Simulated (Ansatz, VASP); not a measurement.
## One calculation of KCl, two programs

The input INCAR:

```
SYSTEM = KCl
  PREC = Accurate
  ENCUT = 520
  EDIFF = 1E-7
  ISMEAR = 0
  SIGMA = 0.05
  LREAL = .False.
  LASPH = .True.
  NELM = 100
  ALGO = Normal
  ISIF = 2
  LWAVE = .False.
  LCHARG = .False.
  GGA = CA
  NBANDS = 15
```

File KPOINTS:

```
regular mesh
0
Gamma
  6 6 6
  0 0 0
```

Contents of POSCAR:

```
KCl
1.0
    0.0000000000      3.0140755000      3.1561000000
    3.0140755000      0.0000000000      3.1561000000
    3.0140755000      3.0140755000      0.0000000000
K Cl
1 1
Direct
    0.0000000000      0.0000000000      0.0000000000
    0.5000000000      0.5000000000      0.5000000000
```

Input for Ansatz:

```yaml
crystal:
  lattice:
    - [0.0, 3.0140755, 3.1561]
    - [3.0140755, 0.0, 3.1561]
    - [3.0140755, 3.0140755, 0.0]
  atoms:
    - { symbol: K, position: [0.0, 0.0, 0.0] }
    - { symbol: Cl, position: [0.5, 0.5, 0.5] }
basis:
  ecutwfc: 420
kpoints:
  mp_grid: { grid: [6, 6, 6] }
hamiltonian:
  xc: lda
scf:
  occupations: { method: gaussian, width: 0.05 }
output:
  forces: true
  stress: true
  eigenvalues: true
```

Change from the starting cell: strain -0.0450 x Voigt [1, 1, 0, 0, 0, 0], atoms carried along.

Alike in both runs: task single point; functional LDA; k mesh 6 × 6 × 6; occupations gaussian, width 0.05 eV; no spin polarisation.

```csv
,VASP,Ansatz
version,VASP 6.6.1,Ansatz 0.2.0
potentials or method,"VASP PAW LDA potentials, release 64 (K_sv, Cl), cutoff 520 eV","scalar-relativistic, plane waves, PAW"
valence electrons in the cell,16,16
```

Ansatz gave:

```
gap on the k mesh at the Fermi level (eV)                     : 5.00
least direct gap on the mesh (eV)                             : 5.00
pressure (GPa)                                                : -0.4
traceless stress, the component that is largest in VASP (GPa) : -1.31
```

Estimate VASP's values.

gap on the k mesh at the Fermi level (eV): 5.00; least direct gap on the mesh (eV): 5.00; pressure (GPa): -0.3; traceless stress, the component that is largest in VASP (GPa): -1.35.

LDA's correlation is that of Perdew and Zunger in VASP and of Perdew and Wang (1992) in Ansatz.
